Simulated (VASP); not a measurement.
# InP (Fm-3m) in VASP: single point with LDA

Aim: the single point of InP with LDA.

All numbers are computed with VASP 6.6.1; they aren't measurements. Logs are shortened: lines on timing, memory, paths and dates and some standing lists are left out, and cuts for length are marked.

### Step 1. The cell of the first run

It takes space group Fm-3m (No. 225, cubic). The conventional cell has a = 5.822 Å, b = 5.822 Å, c = 5.822 Å, α = 90.00°, β = 90.00°, γ = 90.00°. Within 3.8 Å of In (site symmetry m-3m) lie 6 P at 2.91 Å. Within 3.8 Å of P (site symmetry m-3m) lie 6 In at 2.91 Å.

### Step 2. Single point, LDA (24.67 Å³/atom)

INCAR

```
SYSTEM = InP
PREC = Accurate
ENCUT = 520
EDIFF = 1E-6
ISMEAR = -1
SIGMA = 0.05
LREAL = .False.
LASPH = .True.
NELM = 100
ALGO = Normal
ISIF = 2
LWAVE = .False.
LCHARG = .False.
GGA = CA
NBANDS = 16
```

KPOINTS

```
regular mesh
0
Gamma
  11 11 11
  0 0 0
```

POSCAR

```
InP
1.0
    0.0000000000      2.9109946080      2.9109946080
    2.9109946080      0.0000000000      2.9109946080
    2.9109946080      2.9109946080      0.0000000000
In P
1 1
Direct
    0.0000000000      0.0000000000      0.0000000000
    0.5000000000      0.5000000000      0.5000000000
```

Potentials or basis: VASP PAW LDA potentials, release 64 (In_d, P).

On the command line:

```console
$ cat potpaw_LDA.64/In_d/POTCAR potpaw_LDA.64/P/POTCAR > POTCAR
$ mpirun -np 1 vasp_std > vasp.out
```

OUTCAR:

```text
SYSTEM = InP
   PREC = Accurate
   ENCUT = 520
   EDIFF = 1E-6
   ISMEAR = -1
   LREAL = .False.
   LASPH = .True.
   NELM = 100
   ISIF = 2
   GGA = CA

 ion  position               nearest neighbor table
   1  0.000  0.000  0.000-   2 2.91   2 2.91   2 2.91   2 2.91   2 2.91   2 2.91
   2  0.500  0.500  0.500-   1 2.91   1 2.91   1 2.91   1 2.91   1 2.91   1 2.91

  LATTYP: Found a face centered cubic cell.
 ALAT       =     5.8219892160

  Lattice vectors:

 A1 = (   0.0000000000,   2.9109946080,   2.9109946080)
 A2 = (   2.9109946080,   0.0000000000,   2.9109946080)
 A3 = (   2.9109946080,   2.9109946080,   0.0000000000)

Analysis of symmetry for initial positions (statically):
=====================================================================
 Subroutine PRICEL returns:
 Original cell was already a primitive cell.

 Routine SETGRP: Setting up the symmetry group for a
 face centered cubic supercell.

 Subroutine GETGRP returns: Found 48 space group operations
 (whereof 48 operations were pure point group operations)
 out of a pool of 48 trial point group operations.

The static configuration has the point symmetry O_h .

Analysis of symmetry for dynamics (positions and initial velocities):
=====================================================================
 Subroutine PRICEL returns:
 Original cell was already a primitive cell.

 Routine SETGRP: Setting up the symmetry group for a
 face centered cubic supercell.

 Subroutine GETGRP returns: Found 48 space group operations
 (whereof 48 operations were pure point group operations)
 out of a pool of 48 trial point group operations.

The dynamic configuration has the point symmetry O_h .

 Subroutine INISYM returns: Found 48 space group operations
 (whereof 48 operations are pure point group operations),
 and found     1 'primitive' translations

----------------------------------------------------------------------------------------

                                     Primitive cell

  volume of cell :      49.3349

  direct lattice vectors                    reciprocal lattice vectors
     0.000000000  2.910994608  2.910994608    -0.171762599  0.171762599  0.171762599
     2.910994608  0.000000000  2.910994608     0.171762599 -0.171762599  0.171762599
     2.910994608  2.910994608  0.000000000     0.171762599  0.171762599 -0.171762599

  length of vectors
     4.116768055  4.116768055  4.116768055     0.297501549  0.297501549  0.297501549

[... 79 lines left out ...]
   NELM   =    100;   NELMIN=  2; NELMDL= -5     # of ELM steps
   EDIFF  = 0.1E-05   stopping-criterion for ELM
   LREAL  =      F    real-space projection
   EDIFFG = 0.1E-04   stopping-criterion for IOM
   NSW    =      0    number of steps for IOM
   IBRION =     -1    ionic relax: 0-MD 1-quasi-New 2-CG
   NFREE  =      0    steps in history (QN), initial steepest desc. (CG)
   ISIF   =      2    stress and relaxation
   ISYM   =      2    0-nonsym 1-usesym 2-fastsym
   POTIM  = 0.5000    time-step for ionic-motion
   TEBEG  =    0.0;   TEEND  =   0.0 temperature during run
   PSTRESS=    0.0 pullay stress
   NELECT =      18.0000    total number of electrons
   NUPDOWN=      -1.0000    fix difference up-down
   EMIN   =  10.00;   EMAX   =-10.00  energy-range for DOS
   EFERMI =   0.00;   METHOD = LEGACY
   ISMEAR =    -1;   SIGMA  =   0.05  broadening in eV -4-tet -1-fermi 0-gaus
   EFERMI_NEDOS =   21; number of points for ismear=-14 and -15
   IALGO  =     38    algorithm
   IMIX   =      4    mixing-type and parameters
     AMIX     =   0.40;   BMIX     =  1.00
     AMIX_MAG =   1.60;   BMIX_MAG =  1.00
  volume/ion in A,a.u.               =      24.67       166.46
  Fermi-wavevector in a.u.,A,eV,Ry     =   1.169807  2.210615 18.618875  1.368449
  Thomas-Fermi vector in A             =   2.306275
   LORBIT       =      0    0 simple, 1 ext, 2 COOP (PROOUT), +10 PAW based schemes
   GGA     = CA    functional components
   LHFCALC =     F    Hartree Fock is set to
   AEXX    =    0.0000 exact exchange contribution
   IVDW    =     0    specifies the selected vdW correction
   LEPSILON=     F    determine dielectric tensor
   LRPA    =     F    only Hartree local field effects (RPA)
 non-spin polarized calculation
  energy-cutoff  :      520.00
  volume of cell :       49.33
 maximum number of plane-waves:      1363
   NGX = 15   NGY = 15   NGZ = 15

 number of electron      17.9999997 magnetization

 Free energy of the ion-electron system (eV)
  ---------------------------------------------------
  ext. energy  EPLUGINS =         0.00000000
  ---------------------------------------------------
  free energy    TOTEN  =        -8.90732226 eV

  energy without entropy =       -8.89857534  energy(sigma->0) =       -8.90294880

 E-fermi :   5.1100     XC(G=0):  -9.9738

 val. band max:        5.1017714057   @ k =  -0.4545   0.0909   0.0000
 cond. band min:       5.1516074614   @ k =  -0.0909   0.0909   0.0000
 fundamental gap:      0.0498360558
 Fermi energy:         5.1100207844

 k-point     1 :       0.0000    0.0000    0.0000
  band No.  band energies     occupation
      1      -8.8744      2.00000
      2      -8.8744      2.00000
      3      -8.8588      2.00000
      4      -8.8588      2.00000
      5      -8.8588      2.00000
      6      -5.8651      2.00000
[... 433 lines left out ...]
      3      -8.8556      2.00000
      4      -8.8368      2.00000
      5      -8.8275      2.00000
      6      -4.9891      2.00000
[... 8 lines left out ...]
     15      14.3208      0.00000
     16      15.6666      0.00000

 [... further k-points ...]

------------------------ aborting loop because EDIFF is reached ----------------------------------------

  FORCE on cell =-STRESS in cart. coord.  units (eV):
  Direction    XX          YY          ZZ          XY          YZ          ZX
  --------------------------------------------------------------------------------------
  -------------------------------------------------------------------------------------
  Total       -3.5299112     -3.5299112     -3.5299112      0.0000000      0.0000000      0.0000000
  in kB     -114.6357724   -114.6357724   -114.6357724      0.0000000      0.0000000      0.0000000
  external PRESSURE =    -114.6357724 kB  Pullay stress =       0.0000000 kB

 VOLUME and BASIS-vectors are now :
 -----------------------------------------------------------------------------
  energy-cutoff  :      520.00
  volume of cell :       49.33
      direct lattice vectors                 reciprocal lattice vectors
     0.000000000  2.910994608  2.910994608    -0.171762599  0.171762599  0.171762599
     2.910994608  0.000000000  2.910994608     0.171762599 -0.171762599  0.171762599
     2.910994608  2.910994608  0.000000000     0.171762599  0.171762599 -0.171762599

 POSITION                                       TOTAL-FORCE (eV/Angst)
 -----------------------------------------------------------------------------------
      0.00000      0.00000      0.00000         0.000000      0.000000     -0.000000
      2.91099      2.91099      2.91099         0.000000      0.000000      0.000000
 -----------------------------------------------------------------------------------
    total drift:                                0.000000     -0.000000     -0.000000

  FREE ENERGIE OF THE ION-ELECTRON SYSTEM (eV)
  ---------------------------------------------------
  free  energy   TOTEN  =        -8.9073222610 eV

  energy  without entropy=       -8.8985753355  energy(sigma->0) =       -8.90294880
```

OSZICAR:

```text
N       E                     dE             d eps       ncg     rms          rms(c)
DAV:   1     0.108822541163E+03    0.10882E+03   -0.83551E+03  1800   0.126E+03
DAV:   2    -0.174284633406E+01   -0.11057E+03   -0.10586E+03  1968   0.297E+02
DAV:   3    -0.896385273929E+01   -0.72210E+01   -0.71237E+01  2384   0.730E+01
DAV:   4    -0.914741414471E+01   -0.18356E+00   -0.18348E+00  2200   0.123E+01
DAV:   5    -0.915602882221E+01   -0.86147E-02   -0.86145E-02  2728   0.237E+00    0.373E+00
DAV:   6    -0.891945851811E+01    0.23657E+00   -0.46113E-01  2760   0.941E+00    0.207E+00
DAV:   7    -0.891051842462E+01    0.89401E-02   -0.40129E-02  2304   0.139E+00    0.929E-01
DAV:   8    -0.890736112018E+01    0.31573E-02   -0.35119E-03  2184   0.612E-01    0.719E-02
DAV:   9    -0.890731981119E+01    0.41309E-04   -0.16025E-04  2696   0.138E-01    0.551E-02
DAV:  10    -0.890732209517E+01   -0.22840E-05   -0.15676E-05  2200   0.283E-02    0.124E-02
DAV:  11    -0.890732226095E+01   -0.16579E-06   -0.99121E-07  1840   0.877E-03
   1 F= -.89073223E+01 E0= -.89029488E+01  d E =-.874693E-02
```

stdout:

```text
POSCAR found type information on POSCAR InP
 POSCAR found :  2 types and       2 ions
 scaLAPACK will be used
 LDA part: xc-table for (Slater(with rela. corr.)+CA(PZ))
 , standard interpolation
 POSCAR, INCAR and KPOINTS ok, starting setup
 FFT: planning ... GRIDC
 FFT: planning ... GRID_SOFT
 FFT: planning ... GRID
 WAVECAR not read
 entering main loop
```

It took 50 s on 1 thread of Intel Xeon 8259CL, shared host; peak memory 0.18 GiB.

What came out:

```
Free energy            : -8.9073 eV
Pressure               : -11.5 GPa
Band gap on the k mesh : zero (bands 9 and 10 overlap by 2.15 eV)
```

Levels at points of the mesh, in eV from the Fermi level:
```
           k point  band 6  band 7  band 8  band 9  band 10  band 11  band 12  band 13
(0.00, 0.00, 0.00)  -10.98   -0.70   -0.16   -0.16    -0.16     7.09     7.09     7.09
```

Caveat: the cell stands under tension; spin-orbit coupling is left out, which moves the levels of the heavy elements.
